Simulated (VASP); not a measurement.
# Al2Cu (Fm-3m) in VASP: further runs, part 2 of 2

VASP 6.6.1. Earlier steps stand in the parts before.

### Step 3. Vibrations by perturbation theory, PBEsol (phonons at volume x 0.98)

INCAR reads:

```
PREC     = Accurate       # precision mode
ENCUT    = 520            # plane-wave cutoff, eV
EDIFF    = 1E-8           # SCF threshold, eV
ISMEAR   = -1             # smearing method
SIGMA    = 0.15           # smearing width, eV
LREAL    = False          # projectors in reciprocal space
LASPH    = True           # aspherical terms in the spheres
NELM     = 60             # most SCF steps
ALGO     = Normal         # electronic algorithm
ISIF     = 2              # what is computed and relaxed
LWAVE    = False          # write WAVECAR
LCHARG   = True           # write CHGCAR
GGA      = PS             # functional
NBANDS   = 16             # bands
IBRION   = 8              # ionic algorithm
NSW      = 1              # ionic steps
```

KPOINTS reads:

```
Automatic mesh
0
Gamma
  14 14 14
```

POSCAR reads:

```
Al2Cu
1.0
   -2.0114820627      2.0114820627      2.8446652135
    2.0114820627     -2.0114820627      2.8446652135
    2.0114820627      2.0114820627     -2.8446652135
Al Cu
2 1
Direct
    0.7500000000      0.2500000000      0.5000000000
    0.2500000000      0.7500000000      0.5000000000
    0.5000000000      0.5000000000      0.0000000000
```

Potentials or basis: VASP PAW PBE potentials, release 64 (Al, Cu).

Started as:

```console
$ cat potpaw_PBE.64/Al/POTCAR potpaw_PBE.64/Cu/POTCAR > POTCAR
$ mpirun -np 1 vasp_std > vasp.out
```

OUTCAR:

```text
PREC = Accurate
   ENCUT = 520
   EDIFF = 1E-8
   ISMEAR = -1
   LREAL = False
   LASPH = True
   NELM = 60
   ISIF = 2
   GGA = PS
   IBRION = 8
   NSW = 1

 ion  position               nearest neighbor table
   1  0.750  0.250  0.500-   3 2.46   3 2.46   3 2.46   3 2.46   2 2.84   2 2.84   2 2.84   2 2.84
                             2 2.84   2 2.84
   2  0.250  0.750  0.500-   3 2.46   3 2.46   3 2.46   3 2.46   1 2.84   1 2.84   1 2.84   1 2.84
                             1 2.84   1 2.84
   3  0.500  0.500  0.000-   2 2.46   1 2.46   1 2.46   2 2.46   1 2.46   2 2.46   2 2.46   1 2.46

  LATTYP: Found a face centered cubic cell.
 ALAT       =     5.6893304270

  Lattice vectors:

 A1 = (   2.0114820627,  -2.0114820627,  -2.8446652135)
 A2 = (   2.0114820627,   2.0114820627,  -2.8446652135)
 A3 = (   4.0229641254,   0.0000000000,   0.0000000000)

Analysis of symmetry for initial positions (statically):
=====================================================================
 Subroutine PRICEL returns:
 Original cell was already a primitive cell.

 Routine SETGRP: Setting up the symmetry group for a
 face centered cubic supercell.

 Subroutine GETGRP returns: Found 48 space group operations
 (whereof 48 operations were pure point group operations)
 out of a pool of 48 trial point group operations.

The static configuration has the point symmetry O_h .

Analysis of symmetry for dynamics (positions and initial velocities):
=====================================================================
 Subroutine PRICEL returns:
[... 655 lines left out ...]
  free  energy   TOTEN  =       -13.0366707295 eV

  energy  without entropy=      -12.9753437046  energy(sigma->0) =      -13.00600722

[... ionic steps 2 to 9 ...]

--------------------------------------- Ionic step       10  -------------------------------------------

 Free energy of the ion-electron system (eV)
  ---------------------------------------------------
  ---------------------------------------------------
  free energy    TOTEN  =        -0.24207330 eV

  energy without entropy =       -0.24207330

------------------------ aborting loop because EDIFF is reached ----------------------------------------

 INTERNAL STRAIN TENSOR  FOR ION    3  DIRECTION 1   (eV/Angst):
 -----------------------------------------------------------------------------
     0.00119  0.00000  0.00000
     0.00000  0.00324  0.00000
     0.00000  0.00000  0.00286

 INTERNAL STRAIN TENSOR FOR ION    3 for displacements in x,y,z  (eV/Angst):
          X           Y           Z          XY          YZ          ZX
  --------------------------------------------------------------------------------
  x     0.00000     0.00000     0.00000     0.00000     0.00000     0.00000
  y     0.00000     0.00000     0.00000     0.00000     0.00000     0.00000
  z     0.00000     0.00000     0.00000     0.00000     0.00000     0.00000

 SECOND DERIVATIVES (NOT SYMMETRIZED)
 ------------------------------------
               1X          1Y          1Z          2X          2Y          2Z          3X          3Y          3Z
  1X    -6.455549    0.000000    0.000000    2.398391    0.000000    0.000000    4.057158    0.000000   -0.000000
  1Y     0.000000   -6.455549   -0.000000    0.000000    2.398391    0.000000    0.000000    4.057158    0.000000
  1Z     0.000000   -0.000000   -6.455549    0.000000    0.000000    2.398391    0.000000   -0.000000    4.057158
  2X     2.398391    0.000000    0.000000   -6.455549    0.000000    0.000000    4.057158    0.000000   -0.000000
  2Y     0.000000    2.398391    0.000000    0.000000   -6.455549   -0.000000    0.000000    4.057158    0.000000
  2Z     0.000000    0.000000    2.398391    0.000000   -0.000000   -6.455549    0.000000   -0.000000    4.057158
  3X     4.070357    0.000000    0.000000    4.070357    0.000000    0.000000   -8.140714    0.000000    0.000000
  3Y    -0.000000    4.070357    0.000000   -0.000000    4.070357    0.000000    0.000000   -8.140714   -0.000000
  3Z     0.000000    0.000000    4.070357    0.000000    0.000000    4.070357   -0.000000    0.000000   -8.140714

 Eigenvectors and eigenvalues of the dynamical matrix
 ----------------------------------------------------

   1 f  =    8.955503 THz    56.269085 2PiTHz  298.723424 cm-1    37.036968 meV
             X         Y         Z           dx          dy          dz
      0.000000  2.011482  1.422333    -0.695968    0.125013    0.000003
      2.011482  0.000000  1.422333     0.695968   -0.125013   -0.000003
      0.000000  0.000000  2.844665     0.000000    0.000000    0.000000
[... 43 lines left out ...]
   9 f/i=    0.006678 THz     0.041956 2PiTHz    0.222737 cm-1     0.027616 meV
             X         Y         Z           dx          dy          dz
      0.000000  2.011482  1.422333     0.149534    0.157700   -0.427532
      2.011482  0.000000  1.422333     0.149534    0.157700   -0.427532
      0.000000  0.000000  2.844665     0.229112    0.241624   -0.655056

--------------------------------------------------------------------------------------------------------

 ELASTIC MODULI CONTR FROM IONIC RELAXATION (kBar)
 Direction    XX          YY          ZZ          XY          YZ          ZX
 --------------------------------------------------------------------------------
 XX        -226.5124    226.5124     -0.0000      0.0000     -0.0000      0.0000
 YY         226.5124   -226.5124      0.0000     -0.0000      0.0000     -0.0000
 ZZ          -0.0000      0.0000     -0.0000      0.0000      0.0000      0.0000
 XY           0.0000     -0.0000      0.0000     -0.0000      0.0000     -0.0000
 YZ          -0.0000      0.0000      0.0000      0.0000   -226.5124      0.0000
 ZX           0.0000     -0.0000      0.0000     -0.0000      0.0000   -226.5124
 --------------------------------------------------------------------------------
```

stdout:

```text
POSCAR found type information on POSCAR AlCu
 POSCAR found :  2 types and       3 ions
 scaLAPACK will be used
 -----------------------------------------------------------------------------
|                                                                             |
|                                                                             |
|     You enforced a specific xc type in the INCAR file but a different       |
|     I HOPE YOU KNOW WHAT YOU ARE DOING!                                     |
|                                                                             |
 -----------------------------------------------------------------------------

 LDA part: xc-table for (Slater+PW92), standard interpolation
 POSCAR, INCAR and KPOINTS ok, starting setup
 FFT: planning ... GRIDC
 FFT: planning ... GRID_SOFT
 FFT: planning ... GRID
 WAVECAR not read
 entering main loop
 Linear response reoptimize wavefunctions to high precision
 Linear response DOF=           2
 Linear response progress:
 first order change of Fermi-energy   0.48214E-04
 force on displaced ion       1 direction 1 :  -6.456  -0.000   0.000
 Linear response progress:
 first order change of Fermi-energy   0.14759E-04
 force on displaced ion       3 direction 1 :  -8.141   0.000   0.000
 Linear response finished
```

Wall time 14 min (1 thread of Intel Xeon Platinum 8488C (Sapphire Rapids), shared host); peak memory 1.1 GiB.

Results:

* Highest phonon frequency at Γ, LO-TO splitting left out: 299 cm⁻¹

Phonon frequencies in cm⁻¹ (negative: imaginary):
| q point | frequencies |
| --- | --- |
| (0.000, 0.000, 0.000) | 0 0 0 275 275 275 299 299 299 |

Caveat: the cell differs from its parent crystal (phonons at volume x 0.98); the cell wasn't relaxed at this level first, which shifts response properties; the PAW data sets were made with another functional, which shifts forces and pressure a little.

### Step 4. Vibrations by perturbation theory, PBEsol

This run uses another cell than the first one, of 15.66 Å³/atom, 1.061 times its volume.

INCAR reads:

```
SYSTEM = Al2Cu
  PREC = Accurate
  ENCUT = 520
  EDIFF = 1E-8
  ISMEAR = -1
  SIGMA = 0.15
  LREAL = .FALSE.
  LASPH = .TRUE.
  NELM = 100
  ALGO = Normal
  ISIF = 2
  LWAVE = .FALSE.
  LCHARG = .TRUE.
  GGA = PS
  IBRION = 8
  NSW = 1
```

KPOINTS reads:

```
regular mesh
0
G
  14 14 14
  0 0 0
```

POSCAR reads:

```
Al2Cu
1.0
   -2.0250726938      2.0250726938      2.8638889856
    2.0250726938     -2.0250726938      2.8638889856
    2.0250726938      2.0250726938     -2.8638889856
Al Cu
2 1
Direct
    0.7500000000      0.2500000000      0.5000000000
    0.2500000000      0.7500000000      0.5000000000
    0.5000000000      0.5000000000      0.0000000000
```

Potentials or basis: VASP PAW PBE potentials, release 64 (Al, Cu).

Started as:

```console
$ cat potpaw_PBE.64/Al/POTCAR potpaw_PBE.64/Cu/POTCAR > POTCAR
$ mpirun -np 1 vasp_std > vasp.out
```

OUTCAR:

```text
SYSTEM = Al2Cu
   PREC = Accurate
   ENCUT = 520
   EDIFF = 1E-8
   ISMEAR = -1
   LREAL = .FALSE.
   LASPH = .TRUE.
   NELM = 100
   ISIF = 2
   GGA = PS
   IBRION = 8
   NSW = 1

 ion  position               nearest neighbor table
   1  0.750  0.250  0.500-   3 2.48   3 2.48   3 2.48   3 2.48   2 2.86   2 2.86   2 2.86   2 2.86
                             2 2.86   2 2.86
   2  0.250  0.750  0.500-   3 2.48   3 2.48   3 2.48   3 2.48   1 2.86   1 2.86   1 2.86   1 2.86
                             1 2.86   1 2.86
   3  0.500  0.500  0.000-   2 2.48   1 2.48   2 2.48   1 2.48   1 2.48   2 2.48   1 2.48   2 2.48

[... 624 lines left out ...]
  3Y     0.000000    2.454123    0.000000    0.000000    2.454123    0.000000    0.000000   -4.908246    0.000000
  3Z     0.000000   -0.000000    2.454129    0.000000   -0.000000    2.454129   -0.000000    0.000000   -4.908258

 Eigenvectors and eigenvalues of the dynamical matrix
 ----------------------------------------------------

   1 f  =    8.626791 THz    54.203724 2PiTHz  287.758761 cm-1    35.677523 meV
             X         Y         Z           dx          dy          dz
      0.000000  2.025073  1.431944     0.000000   -0.000000   -0.707107
      2.025073  0.000000  1.431944    -0.000000    0.000000    0.707107
      0.000000  0.000000  2.863889     0.000000   -0.000000   -0.000000
[... 43 lines left out ...]
   9 f/i=    0.755140 THz     4.744685 2PiTHz   25.188761 cm-1     3.123007 meV
             X         Y         Z           dx          dy          dz
      0.000000  2.025073  1.431944     0.000000    0.000000    0.423343
      2.025073  0.000000  1.431944     0.000000    0.000000    0.423343
      0.000000  0.000000  2.863889     0.000000    0.000000    0.800975

--------------------------------------------------------------------------------------------------------

 ELASTIC MODULI CONTR FROM IONIC RELAXATION (kBar)
 Direction    XX          YY          ZZ          XY          YZ          ZX
 --------------------------------------------------------------------------------
 XX        -198.1189    198.1189     -0.0000      0.0000      0.0000      0.0000
 YY         198.1189   -198.1189      0.0000     -0.0000     -0.0000     -0.0000
 ZZ          -0.0000      0.0000     -0.0000     -0.0000      0.0000     -0.0000
 XY           0.0000     -0.0000     -0.0000     -0.0000      0.0000      0.0000
 YZ           0.0000     -0.0000      0.0000      0.0000   -198.1194     -0.0000
 ZX           0.0000     -0.0000     -0.0000      0.0000     -0.0000   -198.1194
 --------------------------------------------------------------------------------
```

OSZICAR:

```text
N       E                     dE             d eps       ncg     rms          rms(c)
DAV:   1     0.682322599120E+02    0.68232E+02   -0.70688E+03  2496   0.149E+03
DAV:   2    -0.123476568597E+02   -0.80580E+02   -0.74785E+02  2532   0.244E+02
DAV:   3    -0.156121795107E+02   -0.32645E+01   -0.30982E+01  3336   0.654E+01
[... 40 lines left out ...]
RMM:   5    -0.242164615832E+00   -0.34785E-05   -0.10877E-05 16277   0.388E-02    0.170E-02
RMM:   6    -0.242153297649E+00    0.11318E-04   -0.53418E-06 15782   0.232E-02    0.228E-02
RMM:   7    -0.242297392764E+00   -0.14410E-03   -0.69829E-05 20775   0.771E-02    0.145E-02
RMM:   8    -0.242256186998E+00    0.41206E-04   -0.41715E-07 16204   0.798E-03    0.140E-02
RMM:   9    -0.242252950995E+00    0.32360E-05   -0.14673E-07 16204   0.383E-03    0.137E-02
RMM:  10    -0.242254527817E+00   -0.15768E-05   -0.20484E-08 15698   0.125E-03    0.138E-02
 Linear response finished
```

stdout:

```text
POSCAR found type information on POSCAR AlCu
 POSCAR found :  2 types and       3 ions
 scaLAPACK will be used
 -----------------------------------------------------------------------------
|                                                                             |
|                                                                             |
|     You enforced a specific xc type in the INCAR file but a different       |
|     I HOPE YOU KNOW WHAT YOU ARE DOING!                                     |
|                                                                             |
 -----------------------------------------------------------------------------

 LDA part: xc-table for (Slater+PW92), standard interpolation
 POSCAR, INCAR and KPOINTS ok, starting setup
 FFT: planning ... GRIDC
 FFT: planning ... GRID_SOFT
 FFT: planning ... GRID
 WAVECAR not read
 entering main loop
 Linear response reoptimize wavefunctions to high precision
 Linear response DOF=           2
 Linear response progress:
 first order change of Fermi-energy  -0.54535E-05
 force on displaced ion       1 direction 1 :  -5.998   0.000   0.000
 Linear response progress:
 first order change of Fermi-energy  -0.13856E-04
 force on displaced ion       3 direction 1 :  -4.908   0.000   0.000
 Linear response finished
```

It took 14 min on 1 thread of Oxide Virtual Turin-like, shared host; peak memory 0.92 GiB.

Results:

* Highest phonon frequency at Γ, LO-TO splitting left out: 288 cm⁻¹
* Most unstable mode: 25i cm⁻¹

Phonon frequencies in cm⁻¹ (negative: imaginary):
```csv
q point,frequencies
"(0.000, 0.000, 0.000)",-25 -25 -25 244 244 244 288 288 288
```

Caveat: some modes are imaginary; the PAW data sets were made with another functional, which shifts forces and pressure a little.

### Step 5. Vibrations by perturbation theory, PBEsol (phonons at volume x 1.02)

INCAR reads:

```
PREC = Accurate ; ENCUT = 520
EDIFF = 1E-8 ; ISMEAR = -1
SIGMA = 0.15 ; LREAL = F
LASPH = T ; NELM = 100
ALGO = Fast ; ISIF = 2
LWAVE = F ; LCHARG = T
GGA = PS ; IBRION = 8
NSW = 1
```

KPOINTS reads:

```
regular mesh
0
Gamma
  14 14 14
```

POSCAR reads:

```
Al2Cu
1.0
   -2.0384850441      2.0384850441      2.8828531960
    2.0384850441     -2.0384850441      2.8828531960
    2.0384850441      2.0384850441     -2.8828531960
Al Cu
2 1
Direct
    0.7500000000      0.2500000000      0.5000000000
    0.2500000000      0.7500000000      0.5000000000
    0.5000000000      0.5000000000      0.0000000000
```

Potentials or basis: VASP PAW PBE potentials, release 64 (Al, Cu).

Started as:

```console
$ cat potpaw_PBE.64/Al/POTCAR potpaw_PBE.64/Cu/POTCAR > POTCAR
$ mpirun -np 1 vasp_std > vasp.out
```

OUTCAR:

```text
PREC = Accurate
   ENCUT = 520
   EDIFF = 1E-8
   ISMEAR = -1
   LREAL = F
   LASPH = T
   NELM = 100
   ISIF = 2
   GGA = PS
   IBRION = 8
   NSW = 1

 ion  position               nearest neighbor table
   1  0.750  0.250  0.500-   3 2.50   3 2.50   3 2.50   3 2.50   2 2.88   2 2.88   2 2.88   2 2.88
                             2 2.88   2 2.88
   2  0.250  0.750  0.500-   3 2.50   3 2.50   3 2.50   3 2.50   1 2.88   1 2.88   1 2.88   1 2.88
                             1 2.88   1 2.88
   3  0.500  0.500  0.000-   1 2.50   2 2.50   1 2.50   2 2.50   2 2.50   1 2.50   2 2.50   1 2.50

[... 624 lines left out ...]
  3X     3.492089    0.000000    0.000000    3.492089    0.000000    0.000000   -6.984178    0.000000    0.000000
  3Y    -0.000000    3.492089    0.000000   -0.000000    3.492089    0.000000    0.000000   -6.984178    0.000000
  3Z     0.000000    0.000000    3.492089    0.000000    0.000000    3.492089   -0.000000   -0.000000   -6.984178

 Eigenvectors and eigenvalues of the dynamical matrix
 ----------------------------------------------------

   1 f  =    8.304830 THz    52.180786 2PiTHz  277.019312 cm-1    34.346002 meV
             X         Y         Z           dx          dy          dz
     -0.000000  2.038485  1.441427     0.707107   -0.000005    0.000000
      2.038485 -0.000000  1.441427    -0.707107    0.000005   -0.000000
      0.000000  0.000000  2.882853    -0.000000    0.000000    0.000000
[... 43 lines left out ...]
   9 f/i=    0.015260 THz     0.095884 2PiTHz    0.509034 cm-1     0.063112 meV
             X         Y         Z           dx          dy          dz
     -0.000000  2.038485  1.441427     0.475631    0.048896   -0.001431
      2.038485 -0.000000  1.441427     0.475631    0.048896   -0.001431
      0.000000  0.000000  2.882853     0.732860    0.075340   -0.002204

--------------------------------------------------------------------------------------------------------

 ELASTIC MODULI CONTR FROM IONIC RELAXATION (kBar)
 Direction    XX          YY          ZZ          XY          YZ          ZX
 --------------------------------------------------------------------------------
 XX        -171.3151    171.3151     -0.0000      0.0000      0.0000      0.0000
 YY         171.3151   -171.3151      0.0000     -0.0000     -0.0000     -0.0000
 ZZ          -0.0000      0.0000     -0.0000     -0.0000      0.0000     -0.0000
 XY           0.0000     -0.0000     -0.0000     -0.0000     -0.0000     -0.0000
 YZ           0.0000     -0.0000      0.0000     -0.0000   -171.3151      0.0000
 ZX           0.0000     -0.0000     -0.0000     -0.0000      0.0000   -171.3151
 --------------------------------------------------------------------------------
```

It took 31 min on 1 thread of Oxide Virtual Turin-like, shared host; peak memory 0.92 GiB.

Results:

```
Highest phonon frequency at Γ, LO-TO splitting left out : 277 cm⁻¹
```

Phonon frequencies in cm⁻¹ (negative: imaginary):
| q point | frequencies |
| --- | --- |
| (0.000, 0.000, 0.000) | -1 -1 -1 256 256 256 277 277 277 |

Caveat: the cell differs from its parent crystal (phonons at volume x 1.02); the cell wasn't relaxed at this level first, which shifts response properties; the PAW data sets were made with another functional, which shifts forces and pressure a little.
